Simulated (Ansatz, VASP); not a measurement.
**Pb: VASP beside Ansatz**

```
Pb
1.0
     0.00000    2.47502    2.47502
     2.47502    0.00000    2.47502
     2.47502    2.47502    0.00000
Pb
1
Direct
  0.00000 0.00000 0.00000
```

Alike in both runs: functional r2SCAN; k mesh 9 × 9 × 9; occupations fermi-dirac, width 0.05 eV; non-collinear spin, spin-orbit coupling.

```csv
,VASP,Ansatz
version,VASP 6.6.1,Ansatz 0.2.0
potentials or method,"VASP PAW PBE potentials, release 64 (Pb_d)",Ansatz PAW
plane-wave cutoff (eV),550,500
valence electrons in the cell,14,14
task,single point,band structure
```

|  | VASP | Ansatz | Ansatz less VASP |
| --- | --- | --- | --- |
| pressure (GPa) | 1.3 | 1.2 | -0.11 |
| net moment per atom (μB) | 0.00 | 0.00 | 0.000 |

VASP's potentials were made for PBE, not for r2SCAN.
